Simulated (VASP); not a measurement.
# HoMoN2 (Pmmm) in VASP: single point with PBE

Aim: the single point of HoMoN2 with PBE.

Program: VASP 6.6.1. These are calculated values, not measurements. Logs are shortened: lines on timing, memory, paths and dates and some standing lists are left out, and cuts for length are marked.

### 1 The cell of the first run

Symmetry: Pmmm, No. 47, orthorhombic system. Conventional cell: a = 3.081 Å, b = 3.464 Å, c = 5.560 Å, α = 90.00°, β = 90.00°, γ = 90.00°. Within 3.1 Å of Ho (site symmetry mmm) lie 4 N at 2.28 Å and 2 Ho at 3.08 Å. Mo (site symmetry mmm) has 4 N at 2.02 Å within 2.7 Å. Within 2.7 Å of N (site symmetry mm2) lie 2 Mo at 2.02 Å and 2 Ho at 2.28 Å and 1 N at 2.61 Å.

The cell was generated, and may not be a known phase.

### 2 Single point, PBE, collinear spin

INCAR

```
PREC = Accurate
ENCUT = 600
EDIFF = 1E-6
ISMEAR = 0
SIGMA = 0.15
LREAL = False
LASPH = True
NELM = 200
ALGO = Normal
ISIF = 2
LWAVE = False
LCHARG = False
ISPIN = 2
MAGMOM = 0 1 0 0
LORBIT = 11
LMAXMIX = 6
GGA = PE
NBANDS = 28
GGA_COMPAT = False
```

KPOINTS

```
regular mesh
0
Gamma
  4 4 3
```

POSCAR

```
HoMoN2
1.0
    3.4640085940      0.0000000000      0.0000000000
    0.0000000000      3.0807138158      0.0000000000
    0.0000000000      0.0000000000      5.5603651892
Ho Mo N
1 1 2
Direct
    0.5000000000      0.5000000000      0.5000000000
    0.0000000000      0.0000000000      0.0000000000
    0.0000000000      0.5000000000      0.7654125307
    0.0000000000      0.5000000000      0.2345874693
```

Potentials or basis: VASP PAW PBE potentials, release 64 (Ho_3, Mo_sv, N), 4f in core.

On the command line:

```console
> cat potpaw_PBE.64/Ho_3/POTCAR potpaw_PBE.64/Mo_sv/POTCAR potpaw_PBE.64/N/POTCAR > POTCAR
> mpirun -np 1 vasp_std > vasp.out
```

OUTCAR:

```text
PREC = Accurate
   ENCUT = 600
   EDIFF = 1E-6
   ISMEAR = 0
   LREAL = False
   LASPH = True
   NELM = 200
   ISIF = 2
   ISPIN = 2
   LORBIT = 11
   GGA = PE

 ion  position               nearest neighbor table
   1  0.500  0.500  0.500-   3 2.28   4 2.28   3 2.28   4 2.28   2 3.62   2 3.62   2 3.62   2 3.62
                             2 3.62   2 3.62   2 3.62   2 3.62
   2  0.000  0.000  0.000-   3 2.02   4 2.02   3 2.02   4 2.02   1 3.62   1 3.62   1 3.62   1 3.62
                             1 3.62   1 3.62   1 3.62   1 3.62
   3  0.000  0.500  0.765-   2 2.02   2 2.02   1 2.28   1 2.28
   4  0.000  0.500  0.235-   2 2.02   2 2.02   1 2.28   1 2.28

  LATTYP: Found a simple orthorhombic cell.
 ALAT       =     3.0807138158
 B/A-ratio  =     1.1244175218
 C/A-ratio  =     1.8048950736

  Lattice vectors:

 A1 = (   0.0000000000,  -3.0807138158,   0.0000000000)
 A2 = (   3.4640085940,   0.0000000000,   0.0000000000)
 A3 = (   0.0000000000,   0.0000000000,   5.5603651892)

Analysis of symmetry for initial positions (statically):
=====================================================================
 Subroutine PRICEL returns:
 Original cell was already a primitive cell.

 Routine SETGRP: Setting up the symmetry group for a
 simple orthorhombic supercell.

 Subroutine GETGRP returns: Found  8 space group operations
 (whereof  8 operations were pure point group operations)
 out of a pool of  8 trial point group operations.

The static configuration has the point symmetry D_2h.

Analysis of symmetry for dynamics (positions and initial velocities):
=====================================================================
 Subroutine PRICEL returns:
 Original cell was already a primitive cell.

 Routine SETGRP: Setting up the symmetry group for a
 simple orthorhombic supercell.

 Subroutine GETGRP returns: Found  8 space group operations
 (whereof  8 operations were pure point group operations)
 out of a pool of  8 trial point group operations.

The dynamic configuration has the point symmetry D_2h.

Analysis of structural, dynamic, and magnetic symmetry:
=====================================================================
 Subroutine PRICEL returns:
 Original cell was already a primitive cell.

 Routine SETGRP: Setting up the symmetry group for a
 simple orthorhombic supercell.

 Subroutine GETGRP returns: Found  8 space group operations
 (whereof  8 operations were pure point group operations)
 out of a pool of  8 trial point group operations.

The overall configuration has the point symmetry D_2h.

 Subroutine INISYM returns: Found  8 space group operations
 (whereof  8 operations are pure point group operations),
 and found     1 'primitive' translations

----------------------------------------------------------------------------------------

                                     Primitive cell

  volume of cell :      59.3381

  direct lattice vectors                    reciprocal lattice vectors
     3.464008594  0.000000000  0.000000000     0.288682887  0.000000000  0.000000000
     0.000000000  3.080713816  0.000000000     0.000000000  0.324600096  0.000000000
     0.000000000  0.000000000  5.560365189     0.000000000  0.000000000  0.179844303

  length of vectors
     3.464008594  3.080713816  5.560365189     0.288682887  0.324600096  0.179844303

  position of ions in fractional coordinates (direct lattice)
     0.500000000  0.500000000  0.500000000
     0.000000000  0.000000000  0.000000000
     0.000000000  0.500000000  0.765412531
     0.000000000  0.500000000  0.234587469

  ion indices of the primitive-cell ions
   primitive index   ion index
                 1           1
                 2           2
                 3           3
                 4           4

----------------------------------------------------------------------------------------

 KPOINTS: regular mesh

Automatic generation of k-mesh.
 Grid dimensions read from file:
 generate k-points for:    4    4    3

 Generating k-lattice:

  Cartesian coordinates                     Fractional coordinates (reciprocal lattice)
     0.072170722  0.000000000  0.000000000     0.250000000  0.000000000  0.000000000
     0.000000000  0.081150024  0.000000000     0.000000000  0.250000000  0.000000000
     0.000000000  0.000000000  0.059948101     0.000000000  0.000000000  0.333333333

  Length of vectors
     0.072170722  0.081150024  0.059948101

  Shift w.r.t. Gamma in fractional coordinates (k-lattice)
     0.000000000  0.000000000  0.000000000

 Subroutine IBZKPT returns following result:
 ===========================================

 Found     18 irreducible k-points:

 Following reciprocal coordinates:
            Coordinates               Weight
  0.000000  0.000000  0.000000      1.000000
  0.250000  0.000000  0.000000      2.000000
  0.500000  0.000000  0.000000      1.000000
  0.000000  0.250000  0.000000      2.000000
  0.250000  0.250000  0.000000      4.000000
  0.500000  0.250000  0.000000      2.000000
[... 10 lines left out ...]
  0.250000  0.500000  0.333333      4.000000
  0.500000  0.500000  0.333333      2.000000
   k-points           NKPTS =     18   k-points in BZ     NKDIM =     18   number of bands    NBANDS=     28
   number of dos      NEDOS =    301   number of ions     NIONS =      4
   total plane-waves  NPLWV =  37632
   dimension x,y,z NGX =    28 NGY =   28 NGZ =   48
   dimension x,y,z NGXF=    56 NGYF=   56 NGZF=   96
   ions per type =               1   1   2
   NGX,Y,Z   is equivalent  to a cutoff of  13.44, 15.11, 14.35 a.u.
   NGXF,Y,Z  is equivalent  to a cutoff of  26.88, 30.22, 28.70 a.u.
 SYSTEM =  unknown system
   PREC   = accura    normal or accurate (medium, high low for compatibility)
   ISTART =      0    job   : 0-new  1-cont  2-samecut
   ICHARG =      2    charge: 1-file 2-atom 10-const
   ISPIN  =      2    spin polarized calculation?
   LNONCOLLINEAR =      F non collinear calculations
   LSORBIT =      F    spin-orbit coupling
   LASPH  =      T    aspherical Exc in radial PAW
   ENCUT  =  600.0 eV  44.10 Ry    6.64 a.u.   6.92  6.15 11.11*2*pi/ulx,y,z
   NELM   =    200;   NELMIN=  2; NELMDL= -5     # of ELM steps
   EDIFF  = 0.1E-05   stopping-criterion for ELM
   LREAL  =      F    real-space projection
   EDIFFG = 0.1E-04   stopping-criterion for IOM
   NSW    =      0    number of steps for IOM
   IBRION =     -1    ionic relax: 0-MD 1-quasi-New 2-CG
   NFREE  =      0    steps in history (QN), initial steepest desc. (CG)
   ISIF   =      2    stress and relaxation
   ISYM   =      2    0-nonsym 1-usesym 2-fastsym
   POTIM  = 0.5000    time-step for ionic-motion
   TEBEG  =    0.0;   TEEND  =   0.0 temperature during run
   PSTRESS=    0.0 pullay stress
   NELECT =      33.0000    total number of electrons
   NUPDOWN=      -1.0000    fix difference up-down
   EMIN   =  10.00;   EMAX   =-10.00  energy-range for DOS
   EFERMI =   0.00;   METHOD = LEGACY
   ISMEAR =     0;   SIGMA  =   0.15  broadening in eV -4-tet -1-fermi 0-gaus
   EFERMI_NEDOS =   21; number of points for ismear=-14 and -15
   IALGO  =     38    algorithm
   IMIX   =      4    mixing-type and parameters
     AMIX     =   0.40;   BMIX     =  1.00
     AMIX_MAG =   1.60;   BMIX_MAG =  1.00
  volume/ion in A,a.u.               =      14.83       100.11
  Fermi-wavevector in a.u.,A,eV,Ry     =   1.346279  2.544098 24.660097  1.812466
  Thomas-Fermi vector in A             =   2.474123
   LORBIT       =     11    0 simple, 1 ext, 2 COOP (PROOUT), +10 PAW based schemes
   GGA     = PE    functional components
   LHFCALC =     F    Hartree Fock is set to
   AEXX    =    0.0000 exact exchange contribution
   IVDW    =     0    specifies the selected vdW correction
   LEPSILON=     F    determine dielectric tensor
   LRPA    =     F    only Hartree local field effects (RPA)
 spin polarized calculation
 Gauss-broadening in eV      SIGMA  =   0.15
  energy-cutoff  :      600.00
  volume of cell :       59.34
 maximum number of plane-waves:      2008
 NGX is ok and might be reduce to    28
   NGX = 13   NGY = 13   NGZ = 23

 number of electron      32.9999999 magnetization      -0.0381254

 number of electron      32.9999999 magnetization       0.0002019

 Free energy of the ion-electron system (eV)
  ---------------------------------------------------
  ext. energy  EPLUGINS =         0.00000000
  ---------------------------------------------------
  free energy    TOTEN  =       -34.06753321 eV

  energy without entropy =      -34.04670358  energy(sigma->0) =      -34.05711840

 E-fermi :   6.3871     XC(G=0): -11.3023

 val. band max:        6.3733147353   @ k =   0.5000   0.2500   0.0000
 cond. band min:       6.4319974868   @ k =   0.2500   0.0000   0.0000
 fundamental gap:      0.0586827515
 Fermi energy:         6.3870985650

 spin component 1

 k-point     1 :       0.0000    0.0000    0.0000
  band No.  band energies     occupation
      1     -55.7065      1.00000
      2     -29.9194      1.00000
      3     -29.8400      1.00000
      4     -29.4212      1.00000
      5     -17.4962      1.00000
      6     -17.0864      1.00000
[... 20 lines left out ...]
     27      15.5108      0.00000
     28      18.0990      0.00000

 k-point     2 :       0.2500    0.0000    0.0000
  band No.  band energies     occupation
      1     -55.7041      1.00000
      2     -29.9148      1.00000
      3     -29.8372      1.00000
      4     -29.4623      1.00000
      5     -17.4642      1.00000
      6     -17.4096      1.00000
[... 20 lines left out ...]
     27      14.9791      0.00000
     28      15.5036      0.00000

 k-point     3 :       0.5000    0.0000    0.0000
  band No.  band energies     occupation
      1     -55.7017      1.00000
      2     -29.9102      1.00000
      3     -29.8344      1.00000
      4     -29.5031      1.00000
      5     -17.8040      1.00000
      6     -17.3195      1.00000
[... 429 lines left out ...]
      2     -30.2641      1.00000
      3     -29.8377      1.00000
      4     -29.4277      1.00000
      5     -18.0796      1.00000
      6     -17.3113      1.00000
[... 20 lines left out ...]
     27      15.6837      0.00000
     28      16.6447      0.00000

 k-point    18 :       0.5000    0.5000    0.3333
  band No.  band energies     occupation
      1     -55.6695      1.00000
      2     -30.2594      1.00000
      3     -29.8340      1.00000
      4     -29.4665      1.00000
      5     -18.0479      1.00000
      6     -17.6264      1.00000
[... 20 lines left out ...]
     27      15.7683      0.00000
     28      17.2542      0.00000
 Fermi energy:         6.3870985650

 spin component 2

 k-point     1 :       0.0000    0.0000    0.0000
  band No.  band energies     occupation
      1     -55.7063      1.00000
      2     -29.9193      1.00000
      3     -29.8396      1.00000
      4     -29.4209      1.00000
      5     -17.4962      1.00000
      6     -17.0864      1.00000
[... 20 lines left out ...]
     27      15.5107      0.00000
     28      18.0981      0.00000

 k-point     2 :       0.2500    0.0000    0.0000
  band No.  band energies     occupation
      1     -55.7039      1.00000
      2     -29.9147      1.00000
      3     -29.8369      1.00000
      4     -29.4620      1.00000
      5     -17.4642      1.00000
      6     -17.4096      1.00000
[... 20 lines left out ...]
     27      14.9791      0.00000
     28      15.5036      0.00000

 k-point     3 :       0.5000    0.0000    0.0000
  band No.  band energies     occupation
      1     -55.7015      1.00000
      2     -29.9101      1.00000
      3     -29.8341      1.00000
      4     -29.5028      1.00000
      5     -17.8039      1.00000
      6     -17.3195      1.00000
[... 430 lines left out ...]
      3     -29.8376      1.00000
      4     -29.4274      1.00000
      5     -18.0796      1.00000
      6     -17.3113      1.00000
[... 20 lines left out ...]
     27      15.6838      0.00000
     28      16.6446      0.00000

 k-point    18 :       0.5000    0.5000    0.3333
  band No.  band energies     occupation
      1     -55.6693      1.00000
      2     -30.2591      1.00000
      3     -29.8339      1.00000
      4     -29.4662      1.00000
      5     -18.0479      1.00000
      6     -17.6264      1.00000
[... 20 lines left out ...]
     27      15.7683      0.00000
     28      17.2542      0.00000

------------------------ aborting loop because EDIFF is reached ----------------------------------------

  FORCE on cell =-STRESS in cart. coord.  units (eV):
  Direction    XX          YY          ZZ          XY          YZ          ZX
  --------------------------------------------------------------------------------------
  -------------------------------------------------------------------------------------
  Total        0.3191949      0.1574485      0.2108621      0.0000000      0.0000000      0.0000000
  in kB        8.6185227      4.2512389      5.6934498      0.0000000      0.0000000      0.0000000
  external PRESSURE =       6.1877371 kB  Pullay stress =       0.0000000 kB

 VOLUME and BASIS-vectors are now :
 -----------------------------------------------------------------------------
  energy-cutoff  :      600.00
  volume of cell :       59.34
      direct lattice vectors                 reciprocal lattice vectors
     3.464008594  0.000000000  0.000000000     0.288682887  0.000000000  0.000000000
     0.000000000  3.080713816  0.000000000     0.000000000  0.324600096  0.000000000
     0.000000000  0.000000000  5.560365189     0.000000000  0.000000000  0.179844303

 POSITION                                       TOTAL-FORCE (eV/Angst)
 -----------------------------------------------------------------------------------
      1.73200      1.54036      2.78018         0.000000      0.000000      0.000000
      0.00000      0.00000      0.00000         0.000000      0.000000      0.000000
      0.00000      1.54036      4.25597         0.000000      0.000000      0.097149
      0.00000      1.54036      1.30439        -0.000000     -0.000000     -0.097149
 -----------------------------------------------------------------------------------
    total drift:                                0.000000      0.000000      0.000000

  FREE ENERGIE OF THE ION-ELECTRON SYSTEM (eV)
  ---------------------------------------------------
  free  energy   TOTEN  =       -34.0675332083 eV

  energy  without entropy=      -34.0467035820  energy(sigma->0) =      -34.05711840

 total charge

# of ion       s       p       d       tot
------------------------------------------
    1        0.405   6.808   1.512   8.725
    2        2.318   6.237   3.736  12.291
    3        1.271   2.457   0.000   3.728
    4        1.271   2.457   0.000   3.728
--------------------------------------------------
tot          5.264  17.959   5.248  28.472

 magnetization (x)

# of ion       s       p       d       tot
------------------------------------------
    1        0.000   0.000   0.000   0.000
    2        0.000   0.000   0.000   0.000
    3       -0.000  -0.000   0.000  -0.000
    4       -0.000  -0.000   0.000  -0.000
--------------------------------------------------
tot          0.000  -0.000   0.000   0.000
```

Run time: 87 s. Hardware: 1 thread of AMD EPYC 7R13 (Zen 3), shared host; peak memory 0.22 GiB.

Results:

| Quantity | Value |
| --- | --- |
| Free energy | -34.0675 eV |
| Pressure | 0.6 GPa |
| Largest force | 0.097 eV/Å |
| Net moment | 0.00 μB per cell |
| Valence electrons inside the program's atomic spheres | Ho 8.72; Mo 12.29; N 3.73 |

Forces on the atoms (eV/Å):
```
Ho   0.000  0.000  0.000
Mo   0.000  0.000  0.000
N    0.000  0.000  0.097
N    0.000  0.000 -0.097
```

Stress tensor (GPa, compression positive):
```
0.86 0.00 0.00
0.00 0.43 0.00
0.00 0.00 0.57
```

Levels at points of the mesh, in eV from the Fermi level:
Spin up:
| k point | band 14 | band 15 | band 16 | band 17 | band 18 | band 19 | band 20 | band 21 |
| --- | --- | --- | --- | --- | --- | --- | --- | --- |
| (0.00, 0.00, 0.00) | -2.39 | -1.83 | -1.73 | -1.18 | -0.36 | 0.40 | 1.31 | 4.51 |
| (0.50, 0.00, 0.00) | -2.19 | -2.19 | -0.98 | -0.23 | 0.17 | 1.93 | 2.13 | 3.59 |
| (0.00, 0.50, 0.00) | -3.48 | -2.98 | -1.97 | -0.35 | 1.17 | 2.22 | 2.24 | 2.71 |
| (0.50, 0.50, 0.00) | -3.02 | -2.34 | -2.17 | 0.27 | 0.86 | 1.20 | 2.51 | 2.52 |
Spin down:
```tsv
k point	band 13	band 14	band 15	band 16	band 17	band 18	band 19	band 20	band 21	band 22
(0.00, 0.00, 0.00)	-3.34	-2.39	-1.83	-1.73	-1.18	-0.36	0.40	1.31	4.51	4.74
(0.50, 0.00, 0.00)	-4.49	-2.19	-2.19	-0.98	-0.23	0.17	1.93	2.13	3.59	5.30
(0.00, 0.50, 0.00)	-4.07	-3.48	-2.98	-1.97	-0.35	1.17	2.22	2.24	2.71	3.22
(0.50, 0.50, 0.00)	-3.11	-3.02	-2.34	-2.17	0.27	0.86	1.20	2.51	2.52	3.14
```

Caveat: the k points lie up to 0.51 Å⁻¹ apart; the magnetic or orbital state may not be the lowest; the moments typed at the start vanished in this run; spin-orbit coupling is left out, which moves the levels of the heavy elements; the 4f electrons are frozen in the core, so they carry no moment and show no levels.
